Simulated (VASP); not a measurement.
# Pt4Au in VASP: relaxation of the atoms with PBE

Aim: the relaxation of the atoms of Pt4Au with PBE.

All numbers are computed with VASP 6.6.1; they aren't measurements. Logs are shortened: lines on timing, memory, paths and dates and some standing lists are left out, and cuts for length are marked.

## 1. The cell of the first run

The cell holds a slab with vacuum, 5 atoms: a = 2.807 Å, b = 2.807 Å, c = 25.876 Å, α = 90.00°, β = 90.00°, γ = 120.00°.

## 2. Relaxation of the atoms, PBE

Input file INCAR:

```
  PREC = Accurate
  ENCUT = 520
  EDIFF = 1E-7
  ISMEAR = 0
  SIGMA = 0.1
  LREAL = F
  LASPH = T
  NELM = 60
  ALGO = Normal
  ISIF = 2
  LWAVE = F
  LCHARG = F
  LDIPOL = T
  IDIPOL = 3
  DIPOL = 0.5 0.5 0.508
  GGA = PE
  IBRION = 2
  NSW = 90
  EDIFFG = -0.03
```

Input file KPOINTS:

```
Automatic mesh
0
Gamma
  12 12 1
```

Input file POSCAR:

```
Pt4Au
1.0
    2.8072945010      0.0000000000      0.0000000000
   -1.4036472505      2.4311883537      0.0000000000
    0.0000000000      0.0000000000     25.8764390851
Pt Au
4 1
Selective dynamics
Direct
    0.6666666667      0.3333333333      0.3284841462  F F F
    0.3333333333      0.6666666667      0.4170645863  F F F
    0.0000000000      0.0000000000      0.5045487018  T T T
    0.6666666667      0.3333333333      0.5934196580  T T T
    0.6666666667      0.3333333333      0.6985345848  T T T
```

Potentials or basis: VASP PAW PBE potentials, release 64 (Pt, Au).

On the command line:

```
> cat potpaw_PBE.64/Pt/POTCAR potpaw_PBE.64/Au/POTCAR > POTCAR
> mpirun -np 1 vasp_std > vasp.out
```

OUTCAR:

```text
PREC = Accurate
   ENCUT = 520
   EDIFF = 1E-7
   ISMEAR = 0
   LREAL = F
   LASPH = T
   NELM = 60
   ISIF = 2
   GGA = PE
   IBRION = 2
   NSW = 90
   EDIFFG = -0.03

 ion  position               nearest neighbor table
   1  0.667  0.333  0.328-   2 2.81   2 2.81   2 2.81
   2  0.333  0.667  0.417-   3 2.78   3 2.78   3 2.78   1 2.81   1 2.81   1 2.81
   3  0.000  0.000  0.505-   2 2.78   2 2.78   2 2.78   4 2.81   4 2.81   4 2.81
   4  0.667  0.333  0.593-   5 2.72   3 2.81   3 2.81   3 2.81
   5  0.667  0.333  0.699-   4 2.72

  LATTYP: Found a hexagonal cell.
 ALAT       =     2.8072945010
 C/A-ratio  =     9.2175719633

  Lattice vectors:

 A1 = (   2.8072945010,   0.0000000000,   0.0000000000)
 A2 = (  -1.4036472505,   2.4311883537,   0.0000000000)
 A3 = (   0.0000000000,   0.0000000000,  25.8764390851)

Analysis of symmetry for initial positions (statically):
=====================================================================
 Subroutine PRICEL returns:
 Original cell was already a primitive cell.

 Routine SETGRP: Setting up the symmetry group for a
 hexagonal supercell.

 Subroutine GETGRP returns: Found  6 space group operations
 (whereof  6 operations were pure point group operations)
 out of a pool of 24 trial point group operations.

The static configuration has the point symmetry C_3v.

Analysis of symmetry for dynamics (positions and initial velocities):
=====================================================================
 Subroutine PRICEL returns:
 Original cell was already a primitive cell.

 Routine SETGRP: Setting up the symmetry group for a
 hexagonal supercell.

 Subroutine GETGRP returns: Found  6 space group operations
 (whereof  6 operations were pure point group operations)
 out of a pool of 24 trial point group operations.

The dynamic configuration has the point symmetry C_3v.

Analysis of constrained symmetry for selective dynamics:
=====================================================================
 Subroutine PRICEL returns:
 Original cell was already a primitive cell.

 Routine SETGRP: Setting up the symmetry group for a
 hexagonal supercell.

 Subroutine GETGRP returns: Found  6 space group operations
 (whereof  6 operations were pure point group operations)
 out of a pool of 24 trial point group operations.

[... 113 lines left out ...]
   EMIN   =  10.00;   EMAX   =-10.00  energy-range for DOS
   EFERMI =   0.00;   METHOD = LEGACY
   ISMEAR =     0;   SIGMA  =   0.10  broadening in eV -4-tet -1-fermi 0-gaus
   EFERMI_NEDOS =   21; number of points for ismear=-14 and -15
   IALGO  =     38    algorithm
   IMIX   =      4    mixing-type and parameters
     AMIX     =   0.40;   BMIX     =  1.00
     AMIX_MAG =   1.60;   BMIX_MAG =  1.00
  volume/ion in A,a.u.               =      35.32       238.36
  Fermi-wavevector in a.u.,A,eV,Ry     =   1.082085  2.044843 15.931156  1.170907
  Thomas-Fermi vector in A             =   2.218117
   LORBIT       =      0    0 simple, 1 ext, 2 COOP (PROOUT), +10 PAW based schemes
   GGA     = PE    functional components
   LHFCALC =     F    Hartree Fock is set to
   AEXX    =    0.0000 exact exchange contribution
   IVDW    =     0    specifies the selected vdW correction
   LEPSILON=     F    determine dielectric tensor
   LRPA    =     F    only Hartree local field effects (RPA)
 conjugate gradient relaxation of ions
 non-spin polarized calculation
 Gauss-broadening in eV      SIGMA  =   0.10
  energy-cutoff  :      520.00
  volume of cell :      176.61
 maximum number of plane-waves:      4800
 NGX is ok and might be reduce to    24
   NGX = 11   NGY = 11   NGZ = 97

 dipolmoment           0.000000      0.000000      0.178377 electrons x Angstroem

--------------------------------------- Ionic step        1  -------------------------------------------

 number of electron      50.9999994 magnetization

 Free energy of the ion-electron system (eV)
  ---------------------------------------------------
  ext. energy  EPLUGINS =         0.00000000
  ---------------------------------------------------
  free energy    TOTEN  =       -26.45877047 eV

  energy without entropy =      -26.41234524  energy(sigma->0) =      -26.43555785

------------------------ aborting loop because EDIFF is reached ----------------------------------------

  FORCE on cell =-STRESS in cart. coord.  units (eV):
  Direction    XX          YY          ZZ          XY          YZ          ZX
  --------------------------------------------------------------------------------------
  -------------------------------------------------------------------------------------
  Total       -3.6351313     -3.6351313      1.0621043      0.0000000      0.0000000     -0.0000000
  in kB      -32.9776416    -32.9776416      9.6353312      0.0000000      0.0000000     -0.0000000
  external PRESSURE =     -18.7733174 kB  Pullay stress =       0.0000000 kB
[... 299 lines left out ...]
--------------------------------------- Ionic step        9  -------------------------------------------

 number of electron      50.9999994 magnetization

 dipolmoment           0.000000      0.000000     -0.022099 electrons x Angstroem

 Free energy of the ion-electron system (eV)
  ---------------------------------------------------
  ext. energy  EPLUGINS =         0.00000000
  ---------------------------------------------------
  free energy    TOTEN  =       -26.46912513 eV

  energy without entropy =      -26.42440079  energy(sigma->0) =      -26.44676296

 E-fermi :   1.5876     XC(G=0):  -6.6617

 val. band max:        1.5694259000   @ k =   0.0833  -0.0000   0.0000
 cond. band min:       1.5951680539   @ k =   0.3333   0.0833   0.0000
 fundamental gap:      0.0257421539
 Fermi energy:         1.5875618449

 k-point     1 :       0.0000    0.0000    0.0000
  band No.  band energies     occupation
      1      -7.7218      2.00000
      2      -6.5373      2.00000
      3      -5.8205      2.00000
      4      -5.1965      2.00000
      5      -5.1471      2.00000
      6      -2.9897      2.00000
[... 616 lines left out ...]
     29       6.4308      0.00000
     30       7.3162      0.00000

------------------------ aborting loop because EDIFF is reached ----------------------------------------

 vacuum level on the upper side and lower side of the slab       (xc-potential included)        -0.298         0.275

  FORCE on cell =-STRESS in cart. coord.  units (eV):
  Direction    XX          YY          ZZ          XY          YZ          ZX
  --------------------------------------------------------------------------------------
  -------------------------------------------------------------------------------------
  Total       -3.9927758     -3.9927758      0.0306273      0.0000000      0.0000000      0.0000000
  in kB      -36.2221658    -36.2221658      0.2778487      0.0000000      0.0000000      0.0000000
  external PRESSURE =     -24.0554943 kB  Pullay stress =       0.0000000 kB
[... 20 lines left out ...]
  FREE ENERGIE OF THE ION-ELECTRON SYSTEM (eV)
  ---------------------------------------------------
  free  energy   TOTEN  =       -26.4691251263 eV

  energy  without entropy=      -26.4244007870  energy(sigma->0) =      -26.44676296

 reached required accuracy - stopping structural energy minimisation

 vacuum level on the upper side and lower side of the slab         6.712         7.298
```

CONTCAR:

```text
Pt4Au
   1.00000000000000
     2.8072945009999999    0.0000000000000000    0.0000000000000000
    -1.4036472504999999    2.4311883537000001    0.0000000000000000
     0.0000000000000000    0.0000000000000000   25.8764390850999995
  Pt              Au
     4     1
Selective dynamics
Direct
     0.6666666667000030    0.3333333332999970    0.3284841461999974   F   F   F
     0.3333333332999970    0.6666666667000030    0.4170645863000004   F   F   F
     0.0000000000000000    0.0000000000000000    0.5047556305629654   T   T   T
     0.6666666667000030    0.3333333332999970    0.5938924874142733   T   T   T
     0.6666666667000030    0.3333333332999970    0.7020763522038443   T   T   T

  0.00000000E+00  0.00000000E+00  0.00000000E+00
  0.00000000E+00  0.00000000E+00  0.00000000E+00
  0.00000000E+00  0.00000000E+00  0.00000000E+00
  0.00000000E+00  0.00000000E+00  0.00000000E+00
  0.00000000E+00  0.00000000E+00  0.00000000E+00
```

It took 24 min on 1 thread of Intel Xeon Platinum 8259CL at 2.50GHz (Skylake/Cascade Lake), shared host; peak memory 0.39 GiB.

Results:

| Property | Result |
| --- | --- |
| Free energy | -26.4691 eV |
| Energy gained by relaxing | 2.1 meV/atom |
| Ionic steps | 9 |

The path:
```tsv
step	energy change (eV)	largest force on free atoms (eV/Å)	pressure (GPa)
1	0.0000	0.2897	-1.88
2	-0.0052	0.1771	-1.91
3	-0.0066	0.1492	-1.92
4	-0.0082	0.0602	-1.97
5	-0.0085	0.0514	-2.01
6	-0.0088	0.0430	-2.04
7	-0.0096	0.0459	-2.14
8	-0.0102	0.0647	-2.34
9	-0.0104	0.0259	-2.41
```

Final structure:
```
CELL_PARAMETERS angstrom
2.80729 0.00000 0.00000
-1.40365 2.43119 0.00000
0.00000 0.00000 25.87644
ATOMIC_POSITIONS crystal
Pt 0.66667 0.33333 0.32848
Pt 0.33333 0.66667 0.41706
Pt 0.00000 0.00000 0.50476
Pt 0.66667 0.33333 0.59389
Au 0.66667 0.33333 0.70208
```

Caveat: the highest band is partly filled, so the run has too few bands; spin-orbit coupling is left out, which moves the levels of the heavy elements.
